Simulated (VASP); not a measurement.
# Mn2ZnAs2 (P-3m1) in VASP: single point with PBE

Aim: the single point of Mn2ZnAs2 with PBE.

Program: VASP 6.6.1. These are calculated values, not measurements. Logs are shortened: lines on timing, memory, paths and dates and some standing lists are left out, and cuts for length are marked.

**1. The cell of the first run**

Symmetry: P-3m1, No. 164, trigonal system. The conventional cell has a = 4.099 Å, b = 4.099 Å, c = 6.572 Å, α = 90.00°, β = 90.00°, γ = 120.00°. Within 3.3 Å of Mn (site symmetry 3m) lie 4 As at 2.53 to 2.62 Å and 3 Mn at 2.92 Å. Within 3.7 Å of Zn (site symmetry -3m) lie 6 As at 2.82 Å and 6 Mn at 3.39 Å. As (site symmetry 3m) has 4 Mn at 2.53 to 2.62 Å and 3 Zn at 2.82 Å within 3.3 Å.

**2. Single point, PBE, collinear spin, ferromagnetic start**

The input, INCAR:

```
SYSTEM = Mn2ZnAs2
ALGO     = Normal         ! electronic algorithm
EDIFF    = 1E-6           ! SCF threshold, eV
ENCUT    = 520            ! plane-wave cutoff, eV
GGA      = PE             ! functional
ISIF     = 2              ! what is computed and relaxed
ISMEAR   = -1             ! smearing method
ISPIN    = 2              ! spin polarisation
LASPH    = .True.         ! aspherical terms in the spheres
LCHARG   = .True.         ! write CHGCAR
LELF     = .True.         ! ELF
LMAXMIX  = 4              ! l up to which the mixer works
LORBIT   = 11             ! projections on sites
LREAL    = .False.        ! projectors in reciprocal space
LVHAR    = .True.       
LWAVE    = .False.        ! write WAVECAR
MAGMOM   = 4 4 0 0 0      ! initial moments
NBANDS   = 36             ! bands
NELM     = 150            ! most SCF steps
PREC     = Accurate       ! precision mode
SIGMA    = 0.05           ! smearing width, eV
```

The input, KPOINTS:

```
k-points
0
Gamma
  8 8 4
  0 0 0
```

The input, POSCAR:

```
Mn2ZnAs2
1.0
    4.0990008097      0.0000000000      0.0000000000
   -2.0495004048      3.5498388313      0.0000000000
    0.0000000000      0.0000000000      6.5720000000
Mn Zn As
2 1 2
Direct
    0.3333333333      0.6666666667      0.3694400000
    0.6666666667      0.3333333333      0.6305600000
    0.0000000000      0.0000000000      0.0000000000
    0.3333333333      0.6666666667      0.7679300000
    0.6666666667      0.3333333333      0.2320700000
```

Potentials or basis: VASP PAW PBE potentials, release 64 (Mn_pv, Zn, As).

The run is started by

```sh
$ cat potpaw_PBE.64/Mn_pv/POTCAR potpaw_PBE.64/Zn/POTCAR potpaw_PBE.64/As/POTCAR > POTCAR
$ mpirun -np 1 vasp_std > vasp.out
```

OUTCAR:

```text
SYSTEM = Mn2ZnAs2
   EDIFF = 1E-6
   ENCUT = 520
   GGA = PE
   ISIF = 2
   ISMEAR = -1
   ISPIN = 2
   LASPH = .True.
   LORBIT = 11
   LREAL = .False.
   NELM = 150
   PREC = Accurate

 ion  position               nearest neighbor table
   1  0.333  0.667  0.369-   5 2.53   5 2.53   5 2.53   4 2.62   2 2.92   2 2.92   2 2.92
   2  0.667  0.333  0.631-   4 2.53   4 2.53   4 2.53   5 2.62   1 2.92   1 2.92   1 2.92
   3  0.000  0.000  0.000-   4 2.82   5 2.82   4 2.82   5 2.82   5 2.82   4 2.82
   4  0.333  0.667  0.768-   2 2.53   2 2.53   2 2.53   1 2.62   3 2.82   3 2.82   3 2.82
   5  0.667  0.333  0.232-   1 2.53   1 2.53   1 2.53   2 2.62   3 2.82   3 2.82   3 2.82

  LATTYP: Found a hexagonal cell.
 ALAT       =     4.0990008097
 C/A-ratio  =     1.6033175657

  Lattice vectors:

 A1 = (   4.0990008097,   0.0000000000,   0.0000000000)
 A2 = (  -2.0495004048,   3.5498388313,   0.0000000000)
 A3 = (   0.0000000000,   0.0000000000,   6.5720000000)

Analysis of symmetry for initial positions (statically):
=====================================================================
 Subroutine PRICEL returns:
 Original cell was already a primitive cell.

 Routine SETGRP: Setting up the symmetry group for a
 hexagonal supercell.

 Subroutine GETGRP returns: Found 12 space group operations
 (whereof 12 operations were pure point group operations)
 out of a pool of 24 trial point group operations.

The static configuration has the point symmetry D_3d.

Analysis of symmetry for dynamics (positions and initial velocities):
=====================================================================
 Subroutine PRICEL returns:
 Original cell was already a primitive cell.

 Routine SETGRP: Setting up the symmetry group for a
 hexagonal supercell.

 Subroutine GETGRP returns: Found 12 space group operations
 (whereof 12 operations were pure point group operations)
 out of a pool of 24 trial point group operations.

The dynamic configuration has the point symmetry D_3d.

Analysis of structural, dynamic, and magnetic symmetry:
=====================================================================
 Subroutine PRICEL returns:
 Original cell was already a primitive cell.

 Routine SETGRP: Setting up the symmetry group for a
 hexagonal supercell.

 Subroutine GETGRP returns: Found 12 space group operations
 (whereof 12 operations were pure point group operations)
 out of a pool of 24 trial point group operations.

The overall configuration has the point symmetry D_3d.

 Subroutine INISYM returns: Found 12 space group operations
 (whereof 12 operations are pure point group operations),
 and found     1 'primitive' translations

----------------------------------------------------------------------------------------

                                     Primitive cell

  volume of cell :      95.6278

  direct lattice vectors                    reciprocal lattice vectors
     4.099000810  0.000000000  0.000000000     0.243961894  0.140851465  0.000000000
    -2.049500405  3.549838831  0.000000000     0.000000000  0.281702930  0.000000000
     0.000000000  0.000000000  6.572000000     0.000000000  0.000000000  0.152160682

  length of vectors
     4.099000810  4.099000810  6.572000000     0.281702930  0.281702930  0.152160682

  position of ions in fractional coordinates (direct lattice)
     0.333333333  0.666666667  0.369440000
     0.666666667  0.333333333  0.630560000
     0.000000000  0.000000000  0.000000000
     0.333333333  0.666666667  0.767930000
     0.666666667  0.333333333  0.232070000

  ion indices of the primitive-cell ions
   primitive index   ion index
                 1           1
                 2           2
                 3           3
                 4           4
                 5           5

----------------------------------------------------------------------------------------

 KPOINTS: k-points

Automatic generation of k-mesh.
 Grid dimensions read from file:
 generate k-points for:    8    8    4

 Generating k-lattice:

  Cartesian coordinates                     Fractional coordinates (reciprocal lattice)
     0.030495237  0.017606433  0.000000000     0.125000000  0.000000000  0.000000000
     0.000000000  0.035212866  0.000000000     0.000000000  0.125000000  0.000000000
     0.000000000  0.000000000  0.038040170     0.000000000  0.000000000  0.250000000

  Length of vectors
     0.035212866  0.035212866  0.038040170

  Shift w.r.t. Gamma in fractional coordinates (k-lattice)
     0.000000000  0.000000000  0.000000000

 Subroutine IBZKPT returns following result:
 ===========================================

 Found     35 irreducible k-points:

 Following reciprocal coordinates:
            Coordinates               Weight
  0.000000  0.000000  0.000000      1.000000
  0.125000  0.000000  0.000000      6.000000
  0.250000  0.000000  0.000000      6.000000
  0.375000  0.000000  0.000000      6.000000
  0.500000  0.000000  0.000000      3.000000
  0.125000  0.125000  0.000000      6.000000
[... 16 lines left out ...]
 -0.125000  0.500000  0.250000     12.000000
  0.250000  0.250000  0.250000     12.000000
 [... further k-points ...]
   k-points           NKPTS =     35   k-points in BZ     NKDIM =     35   number of bands    NBANDS=     36
   number of dos      NEDOS =    301   number of ions     NIONS =      5
   total plane-waves  NPLWV =  45000
   dimension x,y,z NGX =    30 NGY =   30 NGZ =   50
   dimension x,y,z NGXF=    60 NGYF=   60 NGZF=  100
   ions per type =               2   1   2
   NGX,Y,Z   is equivalent  to a cutoff of  12.17, 12.17, 12.65 a.u.
   NGXF,Y,Z  is equivalent  to a cutoff of  24.33, 24.33, 25.30 a.u.
 SYSTEM =  Mn2ZnAs2
   PREC   = accura    normal or accurate (medium, high low for compatibility)
   ISTART =      0    job   : 0-new  1-cont  2-samecut
   ICHARG =      2    charge: 1-file 2-atom 10-const
   ISPIN  =      2    spin polarized calculation?
   LNONCOLLINEAR =      F non collinear calculations
   LSORBIT =      F    spin-orbit coupling
   LASPH  =      T    aspherical Exc in radial PAW
   ENCUT  =  520.0 eV  38.22 Ry    6.18 a.u.   7.62  7.62 12.22*2*pi/ulx,y,z
   NELM   =    150;   NELMIN=  2; NELMDL= -5     # of ELM steps
   EDIFF  = 0.1E-05   stopping-criterion for ELM
   LREAL  =      F    real-space projection
   EDIFFG = 0.1E-04   stopping-criterion for IOM
   NSW    =      0    number of steps for IOM
   IBRION =     -1    ionic relax: 0-MD 1-quasi-New 2-CG
   NFREE  =      0    steps in history (QN), initial steepest desc. (CG)
   ISIF   =      2    stress and relaxation
   ISYM   =      2    0-nonsym 1-usesym 2-fastsym
   POTIM  = 0.5000    time-step for ionic-motion
   TEBEG  =    0.0;   TEEND  =   0.0 temperature during run
   PSTRESS=    0.0 pullay stress
   NELECT =      48.0000    total number of electrons
   NUPDOWN=      -1.0000    fix difference up-down
   EMIN   =  10.00;   EMAX   =-10.00  energy-range for DOS
   EFERMI =   0.00;   METHOD = LEGACY
   ISMEAR =    -1;   SIGMA  =   0.05  broadening in eV -4-tet -1-fermi 0-gaus
   EFERMI_NEDOS =   21; number of points for ismear=-14 and -15
   IALGO  =     38    algorithm
   IMIX   =      4    mixing-type and parameters
     AMIX     =   0.40;   BMIX     =  1.00
     AMIX_MAG =   1.60;   BMIX_MAG =  1.00
  volume/ion in A,a.u.               =      19.13       129.07
  Fermi-wavevector in a.u.,A,eV,Ry     =   1.301050  2.458627 23.030990  1.692730
  Thomas-Fermi vector in A             =   2.432209
   LORBIT       =     11    0 simple, 1 ext, 2 COOP (PROOUT), +10 PAW based schemes
   GGA     = PE    functional components
   LHFCALC =     F    Hartree Fock is set to
   AEXX    =    0.0000 exact exchange contribution
   IVDW    =     0    specifies the selected vdW correction
   LEPSILON=     F    determine dielectric tensor
   LRPA    =     F    only Hartree local field effects (RPA)
 spin polarized calculation
  energy-cutoff  :      520.00
  volume of cell :       95.63
 maximum number of plane-waves:      2601
   NGX = 15   NGY = 15   NGZ = 25

 number of electron      48.0000016 magnetization       7.4558694

 Free energy of the ion-electron system (eV)
  ---------------------------------------------------
  ext. energy  EPLUGINS =         0.00000000
  ---------------------------------------------------
  free energy    TOTEN  =       -27.78916068 eV

  energy without entropy =      -27.73829811  energy(sigma->0) =      -27.76372939

 E-fermi :   4.8665     XC(G=0): -10.4837

 val. band max:        4.8642391811   @ k =   0.1250   0.0000   0.5000
 cond. band min:       4.8670438151   @ k =   0.2500   0.1250   0.5000
 fundamental gap:      0.0028046341
 Fermi energy:         4.8665117118

 spin component 1

 k-point     1 :       0.0000    0.0000    0.0000
  band No.  band energies     occupation
      1     -45.0619      1.00000
      2     -45.0619      1.00000
      3     -45.0340      1.00000
      4     -45.0340      1.00000
      5     -44.9542      1.00000
      6     -44.9255      1.00000
[... 28 lines left out ...]
     35      11.0321      0.00000
     36      11.0321      0.00000

 k-point     2 :       0.1250    0.0000    0.0000
  band No.  band energies     occupation
      1     -45.0625      1.00000
      2     -45.0618      1.00000
      3     -45.0356      1.00000
      4     -45.0336      1.00000
      5     -44.9527      1.00000
      6     -44.9261      1.00000
[... 28 lines left out ...]
     35      10.9131      0.00000
     36      11.1736      0.00000
[... 817 lines left out ...]
     35      12.1626      0.00000
     36      12.7893      0.00000

 k-point    24 :       0.2500    0.2500    0.2500
  band No.  band energies     occupation
      1     -45.0666      1.00000
      2     -45.0576      1.00000
      3     -45.0472      1.00000
      4     -45.0310      1.00000
      5     -44.9412      1.00000
      6     -44.9321      1.00000
[... 28 lines left out ...]
     35      11.2098      0.00000
     36      12.0767      0.00000

 [... further k-points ...]

 spin component 2

 k-point     1 :       0.0000    0.0000    0.0000
  band No.  band energies     occupation
      1     -41.3081      1.00000
      2     -41.2765      1.00000
      3     -41.2765      1.00000
      4     -41.2746      1.00000
      5     -41.2436      1.00000
      6     -41.2436      1.00000
[... 28 lines left out ...]
     35      11.6689      0.00000
     36      11.6689      0.00000

 k-point     2 :       0.1250    0.0000    0.0000
  band No.  band energies     occupation
      1     -41.3080      1.00000
      2     -41.2844      1.00000
      3     -41.2772      1.00000
      4     -41.2673      1.00000
      5     -41.2437      1.00000
      6     -41.2431      1.00000
[... 28 lines left out ...]
     35      11.3263      0.00000
     36      11.8419      0.00000
[... 817 lines left out ...]
     35      12.7372      0.00000
     36      13.3477      0.00000

 k-point    24 :       0.2500    0.2500    0.2500
  band No.  band energies     occupation
      1     -41.3062      1.00000
      2     -41.3007      1.00000
      3     -41.2823      1.00000
      4     -41.2534      1.00000
      5     -41.2461      1.00000
      6     -41.2400      1.00000
[... 28 lines left out ...]
     35      11.7529      0.00000
     36      12.7584      0.00000

 [... further k-points ...]
[... 5 lines left out ...]
  --------------------------------------------------------------------------------------
  -------------------------------------------------------------------------------------
  Total       -1.4802518     -1.4802518     -2.3825161     -0.0000000      0.0000000      0.0000000
  in kB      -24.8005877    -24.8005877    -39.9173989     -0.0000000      0.0000000      0.0000000
  external PRESSURE =     -29.8395247 kB  Pullay stress =       0.0000000 kB

 VOLUME and BASIS-vectors are now :
 -----------------------------------------------------------------------------
  energy-cutoff  :      520.00
  volume of cell :       95.63
      direct lattice vectors                 reciprocal lattice vectors
     4.099000810  0.000000000  0.000000000     0.243961894  0.140851465  0.000000000
    -2.049500405  3.549838831  0.000000000     0.000000000  0.281702930  0.000000000
     0.000000000  0.000000000  6.572000000     0.000000000  0.000000000  0.152160682

 POSITION                                       TOTAL-FORCE (eV/Angst)
 -----------------------------------------------------------------------------------
     -0.00000      2.36656      2.42796        -0.000000     -0.000000      0.266919
      2.04950      1.18328      4.14404         0.000000      0.000000     -0.266919
      0.00000      0.00000      0.00000        -0.000000      0.000000      0.000000
     -0.00000      2.36656      5.04684        -0.000000      0.000000     -0.473905
      2.04950      1.18328      1.52516         0.000000     -0.000000      0.473905
 -----------------------------------------------------------------------------------
    total drift:                               -0.000000      0.000000      0.000000

  FREE ENERGIE OF THE ION-ELECTRON SYSTEM (eV)
  ---------------------------------------------------
  free  energy   TOTEN  =       -27.7891606763 eV

  energy  without entropy=      -27.7382981080  energy(sigma->0) =      -27.76372939

 total charge

# of ion       s       p       d       tot
------------------------------------------
    1        0.283   6.202   5.014  11.498
    2        0.283   6.202   5.014  11.498
    3        0.552   0.285   9.760  10.597
    4        1.231   1.509   0.042   2.782
    5        1.231   1.509   0.042   2.782
--------------------------------------------------
tot          3.580  15.705  19.872  39.158

 magnetization (x)

# of ion       s       p       d       tot
------------------------------------------
    1        0.040   0.030   3.485   3.555
    2        0.040   0.030   3.485   3.555
    3        0.043   0.005   0.003   0.051
    4        0.012  -0.099   0.011  -0.076
    5        0.012  -0.099   0.011  -0.076
--------------------------------------------------
tot          0.147  -0.133   6.994   7.008
```

It took 3.5 min on 1 thread of Intel Xeon Platinum 8488C (Sapphire Rapids), shared host; peak memory 0.35 GiB.

Results:

| Item | Value |
| --- | --- |
| Free energy | -27.7892 eV |
| Pressure | -3.0 GPa |
| Largest force | 0.474 eV/Å |
| Net moment | 7.46 μB per cell |
| Site moments | Mn +3.56; Zn +0.05; As -0.08 μB |
| Valence electrons inside the program's atomic spheres | Mn 11.50; Zn 10.60; As 2.78 |

Forces in eV/Å, atoms in the order of the input:
```
Mn   0.000  0.000  0.267
Mn   0.000  0.000 -0.267
Zn   0.000  0.000  0.000
As   0.000  0.000 -0.474
As   0.000  0.000  0.474
```

Caveat: only a ferromagnetic start was run, and an antiferromagnetic order may lie lower in energy.
